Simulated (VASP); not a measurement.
# Si (I4_1/amd) in VASP: further runs

Si is run at these levels: LDA; tasks: single point.

Everything below comes from runs of VASP 6.6.1. Logs are shortened: lines on timing, memory, paths and dates and some standing lists are left out, and cuts for length are marked.

### 1 The cell of the first run

The structure is tetragonal, space group I4_1/amd (No. 141). The conventional cell has a = 4.346 Å, b = 4.346 Å, c = 3.167 Å, α = 90.00°, β = 90.00°, γ = 90.00°. Si (site symmetry -4m2) has 4 Si at 2.31 Å within 3.1 Å.

### 2 Single point, LDA

INCAR reads:

```
PREC     = Accurate       # precision mode
ENCUT    = 520            # plane-wave cutoff, eV
EDIFF    = 1E-7           # SCF threshold, eV
ISMEAR   = 0              # smearing method
SIGMA    = 0.15           # smearing width, eV
LREAL    = False          # projectors in reciprocal space
LASPH    = True           # aspherical terms in the spheres
NELM     = 60             # most SCF steps
ALGO     = Normal         # electronic algorithm
ISIF     = 2              # what is computed and relaxed
LWAVE    = False          # write WAVECAR
LCHARG   = False          # write CHGCAR
GGA      = CA             # functional
NBANDS   = 11             # bands
```

KPOINTS reads:

```
Automatic mesh
0
Gamma
  22 22 22
```

POSCAR reads:

```
Si
1.0
   -2.1727943633      2.1727943633      1.5833390832
    2.1727943633     -2.1727943633      1.5833390832
    2.1727943633      2.1727943633     -1.5833390832
Si
2
Direct
    0.2500000000      0.7500000000      0.5000000000
    0.5000000000      0.5000000000      0.0000000000
```

Potentials or basis: VASP PAW LDA potentials, release 64 (Si).

Command:

```bash
> cat potpaw_LDA.64/Si/POTCAR > POTCAR
> mpirun -np 1 vasp_std > vasp.out
```

OUTCAR:

```text
PREC = Accurate
   ENCUT = 520
   EDIFF = 1E-7
   ISMEAR = 0
   LREAL = False
   LASPH = True
   NELM = 60
   ISIF = 2
   GGA = CA

 ion  position               nearest neighbor table
   1  0.250  0.750  0.500-   2 2.31   2 2.31   2 2.31   2 2.31
   2  0.500  0.500  0.000-   1 2.31   1 2.31   1 2.31   1 2.31

  LATTYP: Found a body centered tetragonal cell.
 ALAT       =     4.3455887266
 C/A-ratio  =     0.7287109677

  Lattice vectors:

 A1 = (  -2.1727943633,   2.1727943633,   1.5833390832)
 A2 = (   2.1727943633,  -2.1727943633,   1.5833390832)
 A3 = (   2.1727943633,   2.1727943633,  -1.5833390832)

Analysis of symmetry for initial positions (statically):
=====================================================================
 Subroutine PRICEL returns:
 Original cell was already a primitive cell.

 Routine SETGRP: Setting up the symmetry group for a
 body centered tetragonal supercell.

 Subroutine GETGRP returns: Found 16 space group operations
 (whereof  8 operations were pure point group operations)
 out of a pool of 16 trial point group operations.

The static configuration has the point symmetry D_2d.
 The point group associated with its full space group is D_4h.

Analysis of symmetry for dynamics (positions and initial velocities):
=====================================================================
 Subroutine PRICEL returns:
 Original cell was already a primitive cell.

 Routine SETGRP: Setting up the symmetry group for a
 body centered tetragonal supercell.

 Subroutine GETGRP returns: Found 16 space group operations
 (whereof  8 operations were pure point group operations)
 out of a pool of 16 trial point group operations.

The dynamic configuration has the point symmetry D_2d.
 The point group associated with its full space group is D_4h.

 Subroutine INISYM returns: Found 16 space group operations
 (whereof  8 operations are pure point group operations),
 and found     1 'primitive' translations

----------------------------------------------------------------------------------------

                                     Primitive cell

  volume of cell :      29.9000

  direct lattice vectors                    reciprocal lattice vectors
    -2.172794363  2.172794363  1.583339083     0.000000000  0.230118417  0.315788327
     2.172794363 -2.172794363  1.583339083     0.230118417  0.000000000  0.315788327
     2.172794363  2.172794363 -1.583339083     0.230118417  0.230118417  0.000000000

  length of vectors
     3.456737384  3.456737384  3.456737384     0.390738728  0.390738728  0.325436587

  position of ions in fractional coordinates (direct lattice)
     0.250000000  0.750000000  0.500000000
     0.500000000  0.500000000  0.000000000

  ion indices of the primitive-cell ions
   primitive index   ion index
                 1           1
                 2           2

----------------------------------------------------------------------------------------

 KPOINTS: Automatic mesh

Automatic generation of k-mesh.
 Grid dimensions read from file:
 generate k-points for:   22   22   22

 Generating k-lattice:

  Cartesian coordinates                     Fractional coordinates (reciprocal lattice)
     0.000000000  0.010459928  0.014354015     0.045454545  0.000000000  0.000000000
     0.010459928  0.000000000  0.014354015     0.000000000  0.045454545  0.000000000
     0.010459928  0.010459928  0.000000000     0.000000000  0.000000000  0.045454545

  Length of vectors
     0.017760851  0.017760851  0.014792572

  Shift w.r.t. Gamma in fractional coordinates (k-lattice)
     0.000000000  0.000000000  0.000000000

 Subroutine IBZKPT returns following result:
 ===========================================

 Found    834 irreducible k-points:

 Following reciprocal coordinates:
            Coordinates               Weight
  0.000000  0.000000  0.000000      1.000000
  0.045455  0.000000 -0.000000      8.000000
  0.090909  0.000000 -0.000000      8.000000
  0.136364  0.000000 -0.000000      8.000000
  0.181818  0.000000  0.000000      8.000000
  0.227273  0.000000 -0.000000      8.000000
[... 16 lines left out ...]
  0.500000  0.045455 -0.000000     16.000000
 -0.454545  0.045455  0.000000     16.000000
 [... further k-points ...]
   k-points           NKPTS =    834   k-points in BZ     NKDIM =    834   number of bands    NBANDS=     11
   number of dos      NEDOS =    301   number of ions     NIONS =      2
   total plane-waves  NPLWV =  21952
   dimension x,y,z NGX =    28 NGY =   28 NGZ =   28
   dimension x,y,z NGXF=    56 NGYF=   56 NGZF=   56
   ions per type =               2
   NGX,Y,Z   is equivalent  to a cutoff of  13.47, 13.47, 13.47 a.u.
   NGXF,Y,Z  is equivalent  to a cutoff of  26.93, 26.93, 26.93 a.u.
 SYSTEM =  unknown system
   PREC   = accura    normal or accurate (medium, high low for compatibility)
   ISTART =      0    job   : 0-new  1-cont  2-samecut
   ICHARG =      2    charge: 1-file 2-atom 10-const
   ISPIN  =      1    spin polarized calculation?
   LNONCOLLINEAR =      F non collinear calculations
   LSORBIT =      F    spin-orbit coupling
   LASPH  =      T    aspherical Exc in radial PAW
   ENCUT  =  520.0 eV  38.22 Ry    6.18 a.u.   6.43  6.43  6.43*2*pi/ulx,y,z
   NELM   =     60;   NELMIN=  2; NELMDL= -5     # of ELM steps
   EDIFF  = 0.1E-06   stopping-criterion for ELM
   LREAL  =      F    real-space projection
   EDIFFG = 0.1E-05   stopping-criterion for IOM
   NSW    =      0    number of steps for IOM
   IBRION =     -1    ionic relax: 0-MD 1-quasi-New 2-CG
   NFREE  =      0    steps in history (QN), initial steepest desc. (CG)
   ISIF   =      2    stress and relaxation
   ISYM   =      2    0-nonsym 1-usesym 2-fastsym
   POTIM  = 0.5000    time-step for ionic-motion
   TEBEG  =    0.0;   TEEND  =   0.0 temperature during run
   PSTRESS=    0.0 pullay stress
   NELECT =       8.0000    total number of electrons
   NUPDOWN=      -1.0000    fix difference up-down
   EMIN   =  10.00;   EMAX   =-10.00  energy-range for DOS
   EFERMI =   0.00;   METHOD = LEGACY
   ISMEAR =     0;   SIGMA  =   0.15  broadening in eV -4-tet -1-fermi 0-gaus
   EFERMI_NEDOS =   21; number of points for ismear=-14 and -15
   IALGO  =     38    algorithm
   IMIX   =      4    mixing-type and parameters
     AMIX     =   0.40;   BMIX     =  1.00
     AMIX_MAG =   1.60;   BMIX_MAG =  1.00
  volume/ion in A,a.u.               =      14.95       100.89
  Fermi-wavevector in a.u.,A,eV,Ry     =   1.054908  1.993486 15.140973  1.112830
  Thomas-Fermi vector in A             =   2.190086
   LORBIT       =      0    0 simple, 1 ext, 2 COOP (PROOUT), +10 PAW based schemes
   GGA     = CA    functional components
   LHFCALC =     F    Hartree Fock is set to
   AEXX    =    0.0000 exact exchange contribution
   IVDW    =     0    specifies the selected vdW correction
   LEPSILON=     F    determine dielectric tensor
   LRPA    =     F    only Hartree local field effects (RPA)
 non-spin polarized calculation
 Gauss-broadening in eV      SIGMA  =   0.15
  energy-cutoff  :      520.00
  volume of cell :       29.90
 maximum number of plane-waves:       826
 NGX is ok and might be reduce to    28

 number of electron       8.0000000 magnetization

 Free energy of the ion-electron system (eV)
  ---------------------------------------------------
  ext. energy  EPLUGINS =         0.00000000
  ---------------------------------------------------
  free energy    TOTEN  =       -11.14336806 eV

  energy without entropy =      -11.13486361  energy(sigma->0) =      -11.13911583

 E-fermi :   9.1883     XC(G=0): -11.0026

 val. band max:        9.1810365412   @ k =  -0.3182   0.4091   0.2727
 cond. band min:       9.1884249821   @ k =  -0.0909  -0.2273   0.0909
 fundamental gap:      0.0073884409
 Fermi energy:         9.1882738717

 k-point     1 :       0.0000    0.0000    0.0000
  band No.  band energies     occupation
      1      -4.6333      2.00000
      2       8.1701      2.00000
      3       8.1701      2.00000
      4      11.3831      0.00000
      5      11.9615      0.00000
      6      13.5224      0.00000
      7      14.2777      0.00000
      8      16.3931      0.00000
      9      16.3931      0.00000
     10      18.9800      0.00000
     11      18.9800      0.00000

 k-point     2 :       0.0455    0.0000   -0.0000
  band No.  band energies     occupation
      1      -4.5892      2.00000
      2       8.0714      2.00000
      3       8.0917      2.00000
      4      11.5221      0.00000
      5      12.0908      0.00000
      6      13.2638      0.00000
      7      14.0259      0.00000
      8      16.0509      0.00000
      9      16.1102      0.00000
     10      19.0339      0.00000
     11      19.4087      0.00000

 k-point     3 :       0.0909    0.0000   -0.0000
  band No.  band energies     occupation
      1      -4.4568      2.00000
      2       7.8160      2.00000
      3       7.8899      2.00000
      4      11.8457      0.00000
      5      12.4162      0.00000
      6      12.5613      0.00000
      7      13.4049      0.00000
      8      15.4101      0.00000
      9      15.7595      0.00000
     10      19.2321      0.00000
     11      20.1349      0.00000

 k-point     4 :       0.1364    0.0000   -0.0000
  band No.  band energies     occupation
      1      -4.2367      2.00000
      2       7.4680      2.00000
      3       7.6294      2.00000
      4      11.3590      0.00000
      5      12.2903      0.00000
      6      12.7310      0.00000
      7      12.8802      0.00000
      8      14.9311      0.00000
      9      15.5883      0.00000
     10      19.4369      0.00000
     11      20.4816      0.00000

 k-point     5 :       0.1818    0.0000    0.0000
  band No.  band energies     occupation
      1      -3.9298      2.00000
      2       7.0466      2.00000
      3       7.3616      2.00000
      4      10.2405      0.00000
      5      11.7728      0.00000
      6      12.6708      0.00000
      7      13.2143      0.00000
      8      15.0235      0.00000
      9      15.5968      0.00000
     10      19.2510      0.00000
     11      20.8241      0.00000
[... 211 lines left out ...]
 k-point    21 :       0.4091    0.0455    0.0000
  band No.  band energies     occupation
      1      -0.7389      2.00000
      2       2.3212      2.00000
      3       6.3716      2.00000
      4       8.0298      2.00000
      5       8.5214      2.00000
      6      10.5353      0.00000
      7      14.1721      0.00000
      8      16.7107      0.00000
      9      19.5980      0.00000
     10      21.0171      0.00000
     11      23.4942      0.00000

 k-point    22 :       0.4545    0.0455   -0.0000
  band No.  band energies     occupation
      1      -0.2005      2.00000
      2       1.6614      2.00000
      3       6.2744      2.00000
      4       7.8785      2.00000
      5       8.5297      2.00000
      6      10.4928      0.00000
      7      14.4624      0.00000
      8      16.3249      0.00000
      9      20.6922      0.00000
     10      22.1241      0.00000
     11      22.6182      0.00000

 k-point    23 :       0.5000    0.0455   -0.0000
  band No.  band energies     occupation
      1      -0.3124      2.00000
      2       1.7842      2.00000
      3       6.2077      2.00000
      4       7.7435      2.00000
      5       8.7037      2.00000
      6      10.5800      0.00000
      7      14.7948      0.00000
      8      16.0062      0.00000
      9      21.0234      0.00000
     10      22.1119      0.00000
     11      22.4041      0.00000

 k-point    24 :      -0.4545    0.0455    0.0000
  band No.  band energies     occupation
      1      -0.9307      2.00000
      2       2.5410      2.00000
      3       6.1830      2.00000
      4       7.6748      2.00000
      5       8.9934      1.93388
      6      10.7892      0.00000
      7      15.1028      0.00000
      8      15.8224      0.00000
      9      20.0119      0.00000
     10      21.3577      0.00000
     11      22.7177      0.00000

 [... further k-points ...]
[... 5 lines left out ...]
  --------------------------------------------------------------------------------------
  -------------------------------------------------------------------------------------
  Total        3.1526242      3.1526242      0.1964153      0.0000000      0.0000000      0.0000000
  in kB      168.9318791    168.9318791     10.5248236      0.0000000      0.0000000      0.0000000
  external PRESSURE =     116.1295273 kB  Pullay stress =       0.0000000 kB

 VOLUME and BASIS-vectors are now :
 -----------------------------------------------------------------------------
  energy-cutoff  :      520.00
  volume of cell :       29.90
      direct lattice vectors                 reciprocal lattice vectors
    -2.172794363  2.172794363  1.583339083     0.000000000  0.230118417  0.315788327
     2.172794363 -2.172794363  1.583339083     0.230118417  0.000000000  0.315788327
     2.172794363  2.172794363 -1.583339083     0.230118417  0.230118417  0.000000000

 POSITION                                       TOTAL-FORCE (eV/Angst)
 -----------------------------------------------------------------------------------
      2.17279     -0.00000      0.79167         0.000000     -0.000000     -0.000000
      0.00000      0.00000      1.58334        -0.000000      0.000000      0.000000
 -----------------------------------------------------------------------------------
    total drift:                                0.000000      0.000000      0.000000

  FREE ENERGIE OF THE ION-ELECTRON SYSTEM (eV)
  ---------------------------------------------------
  free  energy   TOTEN  =       -11.1433680613 eV

  energy  without entropy=      -11.1348636077  energy(sigma->0) =      -11.13911583
```

Run time: 11 min. Hardware: 1 thread of AMD EPYC 7R13, shared host; peak memory 0.28 GiB.

What came out:

| Quantity | Value |
| --- | --- |
| Free energy | -11.1434 eV |
| Pressure | 11.6 GPa |
| Band gap on the k mesh | zero (band 4 reaches 12.56 eV, above the bottom of band 5 at 5.44 eV) |

### 3 Single point, LDA

This run uses another cell than the first one, of the same volume but with other edges.

INCAR reads:

```
PREC = Accurate
ENCUT = 520
EDIFF = 1E-7
ISMEAR = 0
SIGMA = 0.15
LREAL = F
LASPH = T
NELM = 80
ALGO = Normal
ISIF = 2
LWAVE = F
LCHARG = T
GGA = CA
LELF = T
LVHAR = T
NBANDS = 11
```

KPOINTS is that of step 2.

POSCAR reads:

```
Si
1.0
   -2.5033799418      2.5033799418      1.1927725823
    2.5033799418     -2.5033799418      1.1927725823
    2.5033799418      2.5033799418     -1.1927725823
Si
2
Direct
    0.2500000000      0.7500000000      0.5000000000
    0.5000000000      0.5000000000      0.0000000000
```

Potentials or basis: VASP PAW LDA potentials, release 64 (Si).

Command:

```bash
> cat potpaw_LDA.64/Si/POTCAR > POTCAR
> mpirun -np 1 vasp_std > vasp.out
```

It took 2.3 min on 1 thread of AMD EPYC 9R14 (Zen 4), shared host; peak memory 0.28 GiB.

Results (log left out):

| Item | Value |
| --- | --- |
| Free energy | -11.3322 eV |
| Pressure | 1.2 GPa |
| Band gap on the k mesh | zero (band 4 reaches 10.61 eV, above the bottom of band 5 at 5.45 eV) |

Stress tensor (GPa, compression positive):
```
-6.47  0.00  0.00
 0.00 -6.47  0.00
 0.00  0.00 16.54
```

Levels at points of the mesh, in eV from the Fermi level:
| k point | band 1 | band 2 | band 3 | band 4 | band 5 | band 6 | band 7 | band 8 |
| --- | --- | --- | --- | --- | --- | --- | --- | --- |
| (0.00, 0.00, 0.00) | -13.85 | -4.09 | -3.26 | -3.26 | 1.14 | 7.27 | 7.27 | 7.28 |
| (0.50, 0.00, 0.00) | -6.27 | -6.25 | -2.52 | -1.18 | -0.67 | 1.52 | 4.48 | 5.50 |
| (0.50, 0.50, 0.00) | -11.06 | -11.06 | -0.60 | -0.60 | 0.97 | 0.97 | 10.95 | 10.95 |
| (0.50, 0.50, 0.50) | -9.21 | -9.21 | -6.99 | -6.99 | 9.07 | 9.07 | 10.62 | 10.62 |

### 4 Single point, LDA

INCAR reads:

```
  PREC = Accurate
  ENCUT = 520
  EDIFF = 1E-6
  ISMEAR = 0
  SIGMA = 0.15
  LREAL = F
  LASPH = T
  NELM = 100
  ALGO = Normal
  ISIF = 2
  LWAVE = F
  LCHARG = F
  GGA = CA
  NBANDS = 11
```

KPOINTS is that of step 3.

POSCAR reads:

```
Si
1.0
   -2.2315467764      2.2315467764      1.5010639486
    2.2315467764     -2.2315467764      1.5010639486
    2.2315467764      2.2315467764     -1.5010639486
Si
2
Direct
    0.2500000000      0.7500000000      0.5000000000
    0.5000000000      0.5000000000      0.0000000000
```

Command:

```bash
> cat potpaw_LDA.64/Si/POTCAR > POTCAR
> mpirun -np 1 vasp_std > vasp.out
```

Run time: 2 min. Hardware: 1 thread of AMD EPYC 9R14 (Zen 4), shared host; peak memory 0.28 GiB.

The run converged. Its results:

```
Free energy            : -11.3002 eV
Pressure               : 6.4 GPa
Band gap on the k mesh : zero (band 4 reaches 12.71 eV, above the bottom of band 5 at 5.22 eV)
```

Stress tensor (GPa, compression positive):
```
11.35  0.00  0.00
 0.00 11.35  0.00
 0.00  0.00 -3.41
```

Levels at points of the mesh, in eV from the Fermi level:
```
           k point  band 1  band 2  band 3  band 4  band 5  band 6  band 7  band 8  band 9
(0.00, 0.00, 0.00)  -13.83   -1.41   -1.41    0.99    2.36    5.25    6.02    8.17    8.17
(0.50, 0.00, 0.00)   -8.95   -7.42   -2.55   -1.39   -1.23    1.00    5.30    6.13   11.24
(0.50, 0.50, 0.00)  -10.27  -10.27    1.11    1.11    4.96    4.96    5.48    5.48    6.38
(0.50, 0.50, 0.50)   -7.14   -7.14   -6.46   -6.46    1.90    1.90   13.18   13.18   14.44
```

### 5 Summary

| cell | gap on the mesh (eV) | pressure (GPa) |
| --- | --- | --- |
| a = 3.457 Å, angles 102.1, 102.1, 125.5°, 2 atoms | none | 11.6 |
| a = 3.736 Å, angles 95.9, 95.9, 142.8°, 2 atoms | none | 1.2 |
| a = 3.495 Å, angles 100.6, 100.6, 129.1°, 2 atoms | none | 6.4 |

Alike in all rows: task single point; level LDA; potentials or basis VASP PAW LDA potentials, release 64 (Si); no spin polarisation; k mesh 22 × 22 × 22; cutoff (eV) 520; smearing gaussian 0.15 eV.

Total energies depend on the potentials used, so only differences within one code and one set of settings carry meaning.
